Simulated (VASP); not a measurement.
# CuO (zincblende type) (F-43m) in VASP: a series of runs

Aim: see how the results for CuO (zincblende type) move with the level of theory and the settings. Levels: PBE, PBE+D3(BJ). Tasks: single point.

Program: VASP 6.6.1. These are calculated values, not measurements. Logs are shortened: lines on timing, memory, paths and dates and some standing lists are left out, and cuts for length are marked.

## (1) The cell of the first run

Symmetry: F-43m, No. 216, cubic system. The conventional cell has a = 4.612 Å, b = 4.612 Å, c = 4.612 Å, α = 90.00°, β = 90.00°, γ = 90.00°. Within 2.6 Å of Cu (site symmetry -43m) lie 4 O at 2.00 Å. O (site symmetry -43m) has 4 Cu at 2.00 Å within 2.6 Å.

## (2) Single point, PBE (12.27 Å³/atom)

Contents of INCAR:

```
SYSTEM = CuO
ALGO = Normal ; EDIFF = 1E-6
ENCUT = 520 ; GGA = PE
ISIF = 2 ; ISMEAR = -1
LASPH = .TRUE. ; LCHARG = .TRUE.
LELF = .TRUE. ; LREAL = .FALSE.
LVHAR = .TRUE. ; LWAVE = .FALSE.
NBANDS = 16 ; NELM = 100
PREC = Accurate ; SIGMA = 0.05
```

Contents of KPOINTS:

```
k-points
0
G
  16 16 16
  0 0 0
```

Contents of POSCAR:

```
CuO
1.0
    0.0000000000      2.3061620674      2.3061620674
    2.3061620674      0.0000000000      2.3061620674
    2.3061620674      2.3061620674      0.0000000000
Cu O
1 1
Direct
    0.0000000000      0.0000000000      0.0000000000
    0.2500000000      0.2500000000      0.2500000000
```

Potentials or basis: VASP PAW PBE potentials, release 64 (Cu, O).

The run is started by

```
> cat potpaw_PBE.64/Cu/POTCAR potpaw_PBE.64/O/POTCAR > POTCAR
> mpirun -np 1 vasp_std > vasp.out
```

OUTCAR:

```text
SYSTEM = CuO
   EDIFF = 1E-6
   ENCUT = 520
   GGA = PE
   ISIF = 2
   ISMEAR = -1
   LASPH = .TRUE.
   LREAL = .FALSE.
   NELM = 100
   PREC = Accurate

 ion  position               nearest neighbor table
   1  0.000  0.000  0.000-   2 2.00   2 2.00   2 2.00   2 2.00
   2  0.250  0.250  0.250-   1 2.00   1 2.00   1 2.00   1 2.00

  LATTYP: Found a face centered cubic cell.
 ALAT       =     4.6123241348

  Lattice vectors:

 A1 = (   0.0000000000,   2.3061620674,   2.3061620674)
 A2 = (   2.3061620674,   0.0000000000,   2.3061620674)
 A3 = (   2.3061620674,   2.3061620674,   0.0000000000)

Analysis of symmetry for initial positions (statically):
=====================================================================
 Subroutine PRICEL returns:
 Original cell was already a primitive cell.

 Routine SETGRP: Setting up the symmetry group for a
 face centered cubic supercell.

 Subroutine GETGRP returns: Found 24 space group operations
 (whereof 24 operations were pure point group operations)
 out of a pool of 48 trial point group operations.

The static configuration has the point symmetry T_d .

Analysis of symmetry for dynamics (positions and initial velocities):
=====================================================================
 Subroutine PRICEL returns:
 Original cell was already a primitive cell.

 Routine SETGRP: Setting up the symmetry group for a
 face centered cubic supercell.

 Subroutine GETGRP returns: Found 24 space group operations
 (whereof 24 operations were pure point group operations)
 out of a pool of 48 trial point group operations.

The dynamic configuration has the point symmetry T_d .

 Subroutine INISYM returns: Found 24 space group operations
 (whereof 24 operations are pure point group operations),
 and found     1 'primitive' translations

----------------------------------------------------------------------------------------

                                     Primitive cell

  volume of cell :      24.5301

  direct lattice vectors                    reciprocal lattice vectors
     0.000000000  2.306162067  2.306162067    -0.216810435  0.216810435  0.216810435
     2.306162067  0.000000000  2.306162067     0.216810435 -0.216810435  0.216810435
     2.306162067  2.306162067  0.000000000     0.216810435  0.216810435 -0.216810435

  length of vectors
     3.261405673  3.261405673  3.261405673     0.375526688  0.375526688  0.375526688

[... 78 lines left out ...]
   ENCUT  =  520.0 eV  38.22 Ry    6.18 a.u.   6.06  6.06  6.06*2*pi/ulx,y,z
   NELM   =    100;   NELMIN=  2; NELMDL= -5     # of ELM steps
   EDIFF  = 0.1E-05   stopping-criterion for ELM
   LREAL  =      F    real-space projection
   EDIFFG = 0.1E-04   stopping-criterion for IOM
   NSW    =      0    number of steps for IOM
   IBRION =     -1    ionic relax: 0-MD 1-quasi-New 2-CG
   NFREE  =      0    steps in history (QN), initial steepest desc. (CG)
   ISIF   =      2    stress and relaxation
   ISYM   =      2    0-nonsym 1-usesym 2-fastsym
   POTIM  = 0.5000    time-step for ionic-motion
   TEBEG  =    0.0;   TEEND  =   0.0 temperature during run
   PSTRESS=    0.0 pullay stress
   NELECT =      17.0000    total number of electrons
   NUPDOWN=      -1.0000    fix difference up-down
   EMIN   =  10.00;   EMAX   =-10.00  energy-range for DOS
   EFERMI =   0.00;   METHOD = LEGACY
   ISMEAR =    -1;   SIGMA  =   0.05  broadening in eV -4-tet -1-fermi 0-gaus
   EFERMI_NEDOS =   21; number of points for ismear=-14 and -15
   IALGO  =     38    algorithm
   IMIX   =      4    mixing-type and parameters
     AMIX     =   0.40;   BMIX     =  1.00
     AMIX_MAG =   1.60;   BMIX_MAG =  1.00
  volume/ion in A,a.u.               =      12.27        82.77
  Fermi-wavevector in a.u.,A,eV,Ry     =   1.448743  2.737727 28.556669  2.098856
  Thomas-Fermi vector in A             =   2.566549
   LORBIT       =      0    0 simple, 1 ext, 2 COOP (PROOUT), +10 PAW based schemes
   GGA     = PE    functional components
   LHFCALC =     F    Hartree Fock is set to
   AEXX    =    0.0000 exact exchange contribution
   IVDW    =     0    specifies the selected vdW correction
   LEPSILON=     F    determine dielectric tensor
   LRPA    =     F    only Hartree local field effects (RPA)
 non-spin polarized calculation
  energy-cutoff  :      520.00
  volume of cell :       24.53
 maximum number of plane-waves:       684
   NGX = 13   NGY = 13   NGZ = 13

 number of electron      16.9999993 magnetization

 Free energy of the ion-electron system (eV)
  ---------------------------------------------------
  ext. energy  EPLUGINS =         0.00000000
  ---------------------------------------------------
  free energy    TOTEN  =        -9.54163180 eV

  energy without entropy =       -9.51943454  energy(sigma->0) =       -9.53053317

 E-fermi :   3.3573     XC(G=0): -10.7210

 val. band max:        3.3484053623   @ k =   0.5000   0.0000   0.0000
 cond. band min:       3.3615338978   @ k =  -0.1875   0.1250   0.0000
 fundamental gap:      0.0131285355
 Fermi energy:         3.3572569138

 k-point     1 :       0.0000    0.0000    0.0000
  band No.  band energies     occupation
      1     -15.1000      2.00000
      2      -1.1622      2.00000
      3      -1.1622      2.00000
      4      -1.1622      2.00000
      5       1.4617      2.00000
      6       1.4617      2.00000
[... 433 lines left out ...]
      3      -1.1330      2.00000
      4      -1.1327      2.00000
      5       1.4396      2.00000
      6       1.4649      2.00000
[... 8 lines left out ...]
     15      22.6809      0.00000
     16      24.2957      0.00000

 [... further k-points ...]

------------------------ aborting loop because EDIFF is reached ----------------------------------------

  FORCE on cell =-STRESS in cart. coord.  units (eV):
  Direction    XX          YY          ZZ          XY          YZ          ZX
  --------------------------------------------------------------------------------------
  -------------------------------------------------------------------------------------
  Total       -0.9805096     -0.9805096     -0.9805096     -0.0000000     -0.0000000     -0.0000000
  in kB      -64.0417173    -64.0417173    -64.0417173     -0.0000000     -0.0000000     -0.0000000
  external PRESSURE =     -64.0417173 kB  Pullay stress =       0.0000000 kB

 VOLUME and BASIS-vectors are now :
 -----------------------------------------------------------------------------
  energy-cutoff  :      520.00
  volume of cell :       24.53
      direct lattice vectors                 reciprocal lattice vectors
     0.000000000  2.306162067  2.306162067    -0.216810435  0.216810435  0.216810435
     2.306162067  0.000000000  2.306162067     0.216810435 -0.216810435  0.216810435
     2.306162067  2.306162067  0.000000000     0.216810435  0.216810435 -0.216810435

 POSITION                                       TOTAL-FORCE (eV/Angst)
 -----------------------------------------------------------------------------------
      0.00000      0.00000      0.00000         0.000000     -0.000000      0.000000
      1.15308      1.15308      1.15308        -0.000000      0.000000     -0.000000
 -----------------------------------------------------------------------------------
    total drift:                                0.000001      0.000001      0.000000

  FREE ENERGIE OF THE ION-ELECTRON SYSTEM (eV)
  ---------------------------------------------------
  free  energy   TOTEN  =        -9.5416317973 eV

  energy  without entropy=       -9.5194345389  energy(sigma->0) =       -9.53053317
```

OSZICAR:

```text
N       E                     dE             d eps       ncg     rms          rms(c)
DAV:   1     0.913025751212E+02    0.91303E+02   -0.82533E+03  5040   0.150E+03
DAV:   2    -0.699683307834E+01   -0.98299E+02   -0.87383E+02  4984   0.274E+02
DAV:   3    -0.125357043455E+02   -0.55389E+01   -0.52783E+01  5736   0.665E+01
DAV:   4    -0.126079745737E+02   -0.72270E-01   -0.72229E-01  5280   0.745E+00
DAV:   5    -0.126093216016E+02   -0.13470E-02   -0.13470E-02  6272   0.108E+00    0.120E+01
DAV:   6    -0.116537001874E+02    0.95562E+00   -0.20546E+01  5312   0.116E+02    0.105E+01
DAV:   7    -0.954828118715E+01    0.21054E+01   -0.70561E+00  5992   0.915E+01    0.162E+00
DAV:   8    -0.956451809863E+01   -0.16237E-01   -0.42617E-01  4880   0.559E+00    0.109E+00
DAV:   9    -0.954451050904E+01    0.20008E-01   -0.47421E-02  8072   0.503E+00    0.488E-01
DAV:  10    -0.954163871467E+01    0.28718E-02   -0.70861E-03  7192   0.174E+00    0.242E-01
DAV:  11    -0.954154307880E+01    0.95636E-04   -0.22464E-03  5352   0.446E-01    0.503E-02
DAV:  12    -0.954158696983E+01   -0.43891E-04   -0.63388E-05  6456   0.123E-01    0.527E-02
DAV:  13    -0.954163374496E+01   -0.46775E-04   -0.66857E-05  5936   0.102E-01    0.134E-02
DAV:  14    -0.954163210289E+01    0.16421E-05   -0.19860E-06  5104   0.261E-02    0.740E-03
DAV:  15    -0.954163179730E+01    0.30559E-06   -0.30319E-06  5632   0.168E-02
   1 F= -.95416318E+01 E0= -.95305332E+01  d E =-.221973E-01
```

stdout:

```text
POSCAR found type information on POSCAR CuO
 POSCAR found :  2 types and       2 ions
 scaLAPACK will be used
 LDA part: xc-table for (Slater+PW92), standard interpolation
 POSCAR, INCAR and KPOINTS ok, starting setup
 FFT: planning ... GRIDC
 FFT: planning ... GRID_SOFT
 FFT: planning ... GRID
 WAVECAR not read
 entering main loop
```

It took 43 s on 1 thread of Intel Xeon 6455B, shared host; peak memory 0.18 GiB.

What came out:

| Quantity | Value |
| --- | --- |
| Free energy | -9.5416 eV |
| Pressure | -6.4 GPa |
| Band gap on the k mesh | zero (an odd number of electrons rules out a gap without spin polarisation) |

Caveat: the cell stands under tension; an odd number of electrons without spin polarisation forces a metal; a magnetic or distorted state may lie lower; semilocal functionals often make such compounds metallic where correlation or magnetic order opens a gap, which also shifts bond lengths. With open d or f shells a metallic result of PBE can be an artefact of self-interaction; +U or a hybrid may open a gap.

## (3) Single point, PBE+D3(BJ)

Contents of INCAR:

```
ALGO = Normal
EDIFF = 1E-6
ENCUT = 520
GGA = PE
ISIF = 2
ISMEAR = -1
IVDW = 12
LASPH = True
LCHARG = True
LELF = True
LREAL = False
LVHAR = True
LWAVE = False
NBANDS = 16
NELM = 80
PREC = Accurate
SIGMA = 0.05
```

Contents of KPOINTS:

```
k-points
0
Gamma
  16 16 16
```

POSCAR is that of step 2.

Potentials or basis: VASP PAW PBE potentials, release 64 (Cu, O).

The run is started by

```
> cat potpaw_PBE.64/Cu/POTCAR potpaw_PBE.64/O/POTCAR > POTCAR
> mpirun -np 1 vasp_std > vasp.out
```

OUTCAR:

```text
EDIFF = 1E-6
   ENCUT = 520
   GGA = PE
   ISIF = 2
   ISMEAR = -1
   IVDW = 12
   LASPH = True
   LREAL = False
   NELM = 80
   PREC = Accurate
 IVDW          = 12

 ion  position               nearest neighbor table
   1  0.000  0.000  0.000-   2 2.00   2 2.00   2 2.00   2 2.00
   2  0.250  0.250  0.250-   1 2.00   1 2.00   1 2.00   1 2.00

  LATTYP: Found a face centered cubic cell.
 ALAT       =     4.6123241348

  Lattice vectors:

 A1 = (   0.0000000000,   2.3061620674,   2.3061620674)
 A2 = (   2.3061620674,   0.0000000000,   2.3061620674)
 A3 = (   2.3061620674,   2.3061620674,   0.0000000000)

Analysis of symmetry for initial positions (statically):
=====================================================================
 Subroutine PRICEL returns:
 Original cell was already a primitive cell.

 Routine SETGRP: Setting up the symmetry group for a
 face centered cubic supercell.

 Subroutine GETGRP returns: Found 24 space group operations
 (whereof 24 operations were pure point group operations)
 out of a pool of 48 trial point group operations.

The static configuration has the point symmetry T_d .
[... 159 lines left out ...]

 E-fermi :   3.3573     XC(G=0): -10.7210

 val. band max:        3.3484053623   @ k =   0.5000   0.0000   0.0000
 cond. band min:       3.3615338978   @ k =  -0.1875   0.1250   0.0000
 fundamental gap:      0.0131285355
 Fermi energy:         3.3572569138

 k-point     1 :       0.0000    0.0000    0.0000
  band No.  band energies     occupation
      1     -15.1000      2.00000
      2      -1.1622      2.00000
      3      -1.1622      2.00000
      4      -1.1622      2.00000
      5       1.4617      2.00000
      6       1.4617      2.00000
[... 433 lines left out ...]
      3      -1.1330      2.00000
      4      -1.1327      2.00000
      5       1.4396      2.00000
      6       1.4649      2.00000
[... 8 lines left out ...]
     15      22.6809      0.00000
     16      24.2957      0.00000

 [... further k-points ...]

------------------------ aborting loop because EDIFF is reached ----------------------------------------

 Edisp (eV)   -0.46747

 E8    (eV) :    -0.1800

  FORCE on cell =-STRESS in cart. coord.  units (eV):
  Direction    XX          YY          ZZ          XY          YZ          ZX
  --------------------------------------------------------------------------------------
  -------------------------------------------------------------------------------------
  Total      -1.45747    -1.45747    -1.45747     0.00000     0.00000     0.00000
  in kB     -95.19433   -95.19433   -95.19433     0.00000     0.00000     0.00000
  external pressure =      -95.19 kB  Pullay stress =        0.00 kB

 VOLUME and BASIS-vectors are now :
 -----------------------------------------------------------------------------
  energy-cutoff  :      520.00
  volume of cell :       24.53
      direct lattice vectors                 reciprocal lattice vectors
     0.000000000  2.306162067  2.306162067    -0.216810435  0.216810435  0.216810435
     2.306162067  0.000000000  2.306162067     0.216810435 -0.216810435  0.216810435
     2.306162067  2.306162067  0.000000000     0.216810435  0.216810435 -0.216810435

 POSITION                                       TOTAL-FORCE (eV/Angst)
 -----------------------------------------------------------------------------------
      0.00000      0.00000      0.00000         0.000000      0.000000      0.000000
      1.15308      1.15308      1.15308        -0.000000     -0.000000     -0.000000
 -----------------------------------------------------------------------------------
    total drift:                                0.000001      0.000001      0.000000

  FREE ENERGIE OF THE ION-ELECTRON SYSTEM (eV)
  ---------------------------------------------------
  free  energy   TOTEN  =       -10.0091022890 eV

  energy  without entropy=       -9.9869050306  energy(sigma->0) =       -9.99800366
```

stdout:

```text
POSCAR found type information on POSCAR CuO
 POSCAR found :  2 types and       2 ions
 scaLAPACK will be used
 LDA part: xc-table for (Slater+PW92), standard interpolation
 POSCAR, INCAR and KPOINTS ok, starting setup
 FFT: planning ... GRIDC
 FFT: planning ... GRID_SOFT
 FFT: planning ... GRID
 WAVECAR not read
 entering main loop
```

Run time: 45 s. Hardware: 1 thread of Intel Xeon 6455B, shared host; peak memory 0.19 GiB.

Results:

```
Free energy                : -10.0091 eV
Pressure                   : -9.5 GPa
Band gap on the k mesh     : zero (an odd number of electrons rules out a gap without spin polarisation)
Dispersion energy per atom : -0.234 eV
```

Levels at points of the mesh, in eV from the Fermi level:
```
           k point  band 5  band 6  band 7  band 8  band 9  band 10  band 11  band 12  band 13  band 14
(0.00, 0.00, 0.00)   -1.90   -1.90    0.74    0.74    0.74     0.92    14.02    14.02    14.02    20.54
(0.50, 0.00, 0.00)   -1.79   -1.79   -1.71   -0.01   -0.01     5.93     7.72    13.66    13.66    17.51
(0.50, 0.50, 0.00)   -2.11   -1.69   -1.31   -1.05   -1.05     5.80     9.46    11.43    14.35    14.35
```

Caveat: the cell stands under tension; an odd number of electrons without spin polarisation forces a metal; a magnetic or distorted state may lie lower; semilocal functionals often make such compounds metallic where correlation or magnetic order opens a gap, which also shifts bond lengths. With open d or f shells a metallic result of PBE can be an artefact of self-interaction; +U or a hybrid may open a gap.
